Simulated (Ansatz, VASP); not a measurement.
## One calculation of HBr, two programs

INCAR

```
SYSTEM = HBr
PREC = Accurate
ENCUT = 520
EDIFF = 1E-6
ISMEAR = 0
SIGMA = 0.05
LREAL = .FALSE.
LASPH = .TRUE.
NELM = 60
ALGO = Normal
ISIF = 2
LWAVE = .FALSE.
LCHARG = .TRUE.
GGA = PS
LELF = .TRUE.
LVHAR = .TRUE.
NBANDS = 11
```

Contents of KPOINTS:

```
Automatic mesh
0
G
  10 10 10
  0 0 0
```

File POSCAR:

```
HBr
1.0
    0.0000000000      2.8200009768      3.0315010501
    2.7775009621      0.0000000000      3.0315010501
    2.7775009621      2.8200009768      0.0000000000
H Br
1 1
Direct
    0.0000000000      0.0000000000      0.0000000000
    0.5000000000      0.5000000000      0.5000000000
```

Input for Ansatz:

```yaml
crystal:
  lattice:
    - [0.0, 2.8200009768, 3.0315010501]
    - [2.7775009621, 0.0, 3.0315010501]
    - [2.7775009621, 2.8200009768, 0.0]
  atoms:
    - { symbol: H, position: [0.0, 0.0, 0.0] }
    - { symbol: Br, position: [0.5, 0.5, 0.5] }
basis:
  ecutwfc: 420
  ecutrho_ratio: 4
kpoints:
  mp_grid: { grid: [10, 10, 10] }
hamiltonian:
  xc: pbesol
scf:
  occupations: { method: gaussian, width: 0.05 }
output:
  forces: true
  stress: true
  eigenvalues: true
  states_by_energy: { minimum_broadening: 0.025 }
```

Alike in both runs: task single point; functional PBEsol; k mesh 10 × 10 × 10; occupations gaussian, width 0.05 eV; no spin polarisation.

|  | VASP | Ansatz |
| --- | --- | --- |
| version | VASP 6.6.1 | Ansatz 0.2.0 |
| potentials or method | VASP PAW PBE potentials, release 64 (H, Br), cutoff 520 eV | scalar-relativistic, plane waves, PAW |
| valence electrons in the cell | 8 | 8 |

```csv
,VASP,Ansatz,Ansatz less VASP
gap on the k mesh at the Fermi level (eV),none,none,-
pressure (GPa),-8.5,-8.5,+0.03
"traceless stress, the component that is largest in VASP (GPa)",3.21,3.21,+0.001
```

VASP's potentials were made for PBE, not for PBEsol. A gap of «none» marks a metal or a gap that the smearing closes. The functional is the same, so the differences come from potentials, cutoffs and numerics.
